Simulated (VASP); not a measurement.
# Rh (Fm-3m) in VASP: a series of runs

The runs below take Rh through density of states, with PBE.

Everything below comes from runs of VASP 6.6.1. Logs are shortened: lines on timing, memory, paths and dates and some standing lists are left out, and cuts for length are marked.

### Step 1. The cell of the first run

The structure is cubic, space group Fm-3m (No. 225). The conventional cell has a = 3.830 Å, b = 3.830 Å, c = 3.830 Å, α = 90.00°, β = 90.00°, γ = 90.00°. Rh (site symmetry m-3m) has 12 Rh at 2.71 Å within 3.6 Å.

### Step 2. Density of states, PBE

Contents of POSCAR:

```
Rh
1.0
    0.0000000000      1.9149160866      1.9149160866
    1.9149160866      0.0000000000      1.9149160866
    1.9149160866      1.9149160866      0.0000000000
Rh
1
Direct
    0.0000000000      0.0000000000      0.0000000000
```

Contents of INCAR.step1:

```
SYSTEM = Rh
ALGO = Normal
EDIFF = 1E-7
ENCUT = 520
GGA = PE
ISIF = 2
ISMEAR = 0
LASPH = .True.
LCHARG = .True.
LMAXMIX = 4
LREAL = .False.
LWAVE = .False.
NBANDS = 14
NELM = 80
PREC = Accurate
SIGMA = 0.05
```

Contents of KPOINTS.step1:

```
k-points
0
Gamma
  18 18 18
  0 0 0
```

Contents of INCAR.step2:

```
SYSTEM = Rh
ALGO = Normal
EDIFF = 1E-7
ENCUT = 520
GGA = PE
ICHARG = 11
ISIF = 2
ISMEAR = -5
LASPH = .True.
LCHARG = .False.
LMAXMIX = 4
LORBIT = 11
LREAL = .False.
LWAVE = .False.
NEDOS = 1001
NELM = 80
PREC = Accurate
SIGMA = 0.05
```

Contents of KPOINTS.step2:

```
k-points
0
Gamma
  27 27 27
  0 0 0
```

Potentials or basis: VASP PAW PBE potentials, release 64 (Rh_pv).

Command:

```sh
cat potpaw_PBE.64/Rh_pv/POTCAR > POTCAR
cp INCAR.step1 INCAR
cp KPOINTS.step1 KPOINTS
mpirun -np 1 vasp_std > vasp.out
cp INCAR.step2 INCAR
cp KPOINTS.step2 KPOINTS
mpirun -np 1 vasp_std > vasp.out
```

OUTCAR:

```text
SYSTEM = Rh
   EDIFF = 1E-7
   ENCUT = 520
   GGA = PE
   ICHARG = 11
   ISIF = 2
   ISMEAR = -5
   LASPH = .True.
   LORBIT = 11
   LREAL = .False.
   NELM = 80
   PREC = Accurate

 ion  position               nearest neighbor table
   1  0.000  0.000  0.000-

  LATTYP: Found a face centered cubic cell.
 ALAT       =     3.8298321732

  Lattice vectors:

 A1 = (   0.0000000000,   1.9149160866,   1.9149160866)
 A2 = (   1.9149160866,   0.0000000000,   1.9149160866)
 A3 = (   1.9149160866,   1.9149160866,   0.0000000000)

Analysis of symmetry for initial positions (statically):
=====================================================================
 Subroutine PRICEL returns:
 Original cell was already a primitive cell.

 Routine SETGRP: Setting up the symmetry group for a
 face centered cubic supercell.

 Subroutine GETGRP returns: Found 48 space group operations
 (whereof 48 operations were pure point group operations)
 out of a pool of 48 trial point group operations.

The static configuration has the point symmetry O_h .

Analysis of symmetry for dynamics (positions and initial velocities):
=====================================================================
 Subroutine PRICEL returns:
 Original cell was already a primitive cell.

 Routine SETGRP: Setting up the symmetry group for a
 face centered cubic supercell.

 Subroutine GETGRP returns: Found 48 space group operations
 (whereof 48 operations were pure point group operations)
 out of a pool of 48 trial point group operations.

The dynamic configuration has the point symmetry O_h .

 Subroutine INISYM returns: Found 48 space group operations
 (whereof 48 operations are pure point group operations),
 and found     1 'primitive' translations

----------------------------------------------------------------------------------------

                                     Primitive cell

  volume of cell :      14.0436

  direct lattice vectors                    reciprocal lattice vectors
     0.000000000  1.914916087  1.914916087    -0.261108047  0.261108047  0.261108047
     1.914916087  0.000000000  1.914916087     0.261108047 -0.261108047  0.261108047
     1.914916087  1.914916087  0.000000000     0.261108047  0.261108047 -0.261108047

  length of vectors
[... 82 lines left out ...]
   EDIFF  = 0.1E-06   stopping-criterion for ELM
   LREAL  =      F    real-space projection
   EDIFFG = 0.1E-05   stopping-criterion for IOM
   NSW    =      0    number of steps for IOM
   IBRION =     -1    ionic relax: 0-MD 1-quasi-New 2-CG
   NFREE  =      0    steps in history (QN), initial steepest desc. (CG)
   ISIF   =      2    stress and relaxation
   ISYM   =      2    0-nonsym 1-usesym 2-fastsym
   POTIM  = 0.5000    time-step for ionic-motion
   TEBEG  =    0.0;   TEEND  =   0.0 temperature during run
   PSTRESS=    0.0 pullay stress
   NELECT =      15.0000    total number of electrons
   NUPDOWN=      -1.0000    fix difference up-down
   EMIN   =  10.00;   EMAX   =-10.00  energy-range for DOS
   EFERMI =   0.00;   METHOD = LEGACY
   ISMEAR =    -5;   SIGMA  =   0.05  broadening in eV -4-tet -1-fermi 0-gaus
   EFERMI_NEDOS =   21; number of points for ismear=-14 and -15
   IALGO  =     38    algorithm
   IMIX   =      4    mixing-type and parameters
     AMIX     =   0.40;   BMIX     =  1.00
     AMIX_MAG =   1.60;   BMIX_MAG =  1.00
  volume/ion in A,a.u.               =      14.04        94.77
  Fermi-wavevector in a.u.,A,eV,Ry     =   1.673448  3.162358 38.102130  2.800428
  Thomas-Fermi vector in A             =   2.758417
   LORBIT       =     11    0 simple, 1 ext, 2 COOP (PROOUT), +10 PAW based schemes
   GGA     = PE    functional components
   LHFCALC =     F    Hartree Fock is set to
   AEXX    =    0.0000 exact exchange contribution
   IVDW    =     0    specifies the selected vdW correction
   LEPSILON=     F    determine dielectric tensor
   LRPA    =     F    only Hartree local field effects (RPA)
 non-spin polarized calculation
 Fermi weights with tetrahedron method with Bloechl corrections
  energy-cutoff  :      520.00
  volume of cell :       14.04
 maximum number of plane-waves:       388

 number of electron      15.0000003 magnetization

 Free energy of the ion-electron system (eV)
  ---------------------------------------------------
  ext. energy  EPLUGINS =         0.00000000
  ---------------------------------------------------
  free energy    TOTEN  =        -7.25837747 eV

  energy without entropy =       -7.25837747  energy(sigma->0) =       -7.25837747

 E-fermi :  11.5116     XC(G=0): -13.8960

 val. band max:       11.5730197803   @ k =   0.3704   0.3704   0.0000
 cond. band min:      11.4905777934   @ k =   0.3333   0.1111   0.0000
 fundamental gap:     -0.0824419869
 Fermi energy:        11.5115576269

 k-point     1 :       0.0000    0.0000    0.0000
  band No.  band energies     occupation
      1     -34.8317      2.00000
      2     -34.8317      2.00000
      3     -34.8317      2.00000
      4       3.7153      2.00000
      5       8.5366      2.00000
      6       8.5366      2.00000
      7       8.5366      2.00000
      8      10.5522      2.00000
      9      10.5522      2.00000
     10      27.5278      0.00000
     11      32.0996      0.00000
[... 309 lines left out ...]
 k-point    24 :       0.3704    0.0370    0.0000
  band No.  band energies     occupation
      1     -35.3865      2.00000
      2     -34.9160      2.00000
      3     -34.9091      2.00000
      4       5.7476      2.00000
      5       8.6134      2.00000
      6       8.7025      2.00000
      7       9.8948      2.00000
      8      11.5368      1.10201
      9      11.6089      0.08257
     10      22.9564      0.00000
     11      27.9414      0.00000

 [... further k-points ...]
[... 5 lines left out ...]
  --------------------------------------------------------------------------------------
  -------------------------------------------------------------------------------------
  Total        0.0102002      0.0102002      0.0102002      0.0000000      0.0000000      0.0000000
  in kB        1.1636945      1.1636945      1.1636945      0.0000000      0.0000000      0.0000000
  external PRESSURE =       1.1636945 kB  Pullay stress =       0.0000000 kB

 VOLUME and BASIS-vectors are now :
 -----------------------------------------------------------------------------
  energy-cutoff  :      520.00
  volume of cell :       14.04
      direct lattice vectors                 reciprocal lattice vectors
     0.000000000  1.914916087  1.914916087    -0.261108047  0.261108047  0.261108047
     1.914916087  0.000000000  1.914916087     0.261108047 -0.261108047  0.261108047
     1.914916087  1.914916087  0.000000000     0.261108047  0.261108047 -0.261108047

 POSITION                                       TOTAL-FORCE (eV/Angst)
 -----------------------------------------------------------------------------------
      0.00000      0.00000      0.00000         0.000000     -0.000000      0.000000
 -----------------------------------------------------------------------------------
    total drift:                                0.000000     -0.000000      0.000000

  FREE ENERGIE OF THE ION-ELECTRON SYSTEM (eV)
  ---------------------------------------------------
  free  energy   TOTEN  =        -7.2583774729 eV

  energy  without entropy=       -7.2583774729  energy(sigma->0) =       -7.25837747

 total charge

# of ion       s       p       d       tot
------------------------------------------
    1        0.404   6.287   7.057  13.749
```

OUTCAR.step1:

```text
SYSTEM = Rh
   EDIFF = 1E-7
   ENCUT = 520
   GGA = PE
   ISIF = 2
   ISMEAR = 0
   LASPH = .True.
[... 624 lines left out ...]
 POSITION                                       TOTAL-FORCE (eV/Angst)
 -----------------------------------------------------------------------------------
      0.00000      0.00000      0.00000         0.000000      0.000000      0.000000
 -----------------------------------------------------------------------------------
    total drift:                                0.000000     -0.000000     -0.000000

  FREE ENERGIE OF THE ION-ELECTRON SYSTEM (eV)
  ---------------------------------------------------
  free  energy   TOTEN  =        -7.2590050837 eV

  energy  without entropy=       -7.2572622324  energy(sigma->0) =       -7.25813366
```

It took 56 s on 1 thread of Intel Xeon Platinum 8259CL at 2.50GHz (Skylake/Cascade Lake), shared host; peak memory 0.2 GiB.

Results:

| Item | Value |
| --- | --- |
| Valence electrons inside the program's atomic spheres | Rh 13.75 |

Levels at points of the mesh, in eV from the Fermi level:
| k point | band 5 | band 6 | band 7 | band 8 | band 9 | band 10 |
| --- | --- | --- | --- | --- | --- | --- |
| (0.00, 0.00, 0.00) | -2.97 | -2.97 | -2.97 | -0.96 | -0.96 | 16.02 |

Caveat: tetrahedron occupations give inexact forces and stress in metals.

### Step 3. Density of states, PBE

Contents of POSCAR:

```
Rh
1.0
    0.0000000000      1.9149160875      1.9149160875
    1.9149160875      0.0000000000      1.9149160875
    1.9149160875      1.9149160875      0.0000000000
Rh
1
Direct
    0.0000000000      0.0000000000      0.0000000000
```

INCAR.step1 is that of step 2.

KPOINTS.step1 is that of step 2.

INCAR.step2 is that of step 2.

KPOINTS.step2 is that of step 2.

Potentials or basis: VASP PAW PBE potentials, release 64 (Rh_pv).

Command:

```sh
cat potpaw_PBE.64/Rh_pv/POTCAR > POTCAR
cp INCAR.step1 INCAR
cp KPOINTS.step1 KPOINTS
mpirun -np 1 vasp_std > vasp.out
cp INCAR.step2 INCAR
cp KPOINTS.step2 KPOINTS
mpirun -np 1 vasp_std > vasp.out
```

It took 2 min on 1 thread of Intel Xeon 8259CL, shared host; peak memory 0.2 GiB.

Results (log left out):

* Valence electrons inside the program's atomic spheres: Rh 13.75

Levels at points of the mesh, in eV from the Fermi level:
| k point | band 4 | band 5 | band 6 | band 7 | band 8 | band 9 | band 10 | band 11 |
| --- | --- | --- | --- | --- | --- | --- | --- | --- |
| (0.00, 0.00, 0.00) | -7.80 | -2.97 | -2.97 | -2.97 | -0.96 | -0.96 | 16.02 | 20.59 |

Caveat: tetrahedron occupations give inexact forces and stress in metals.
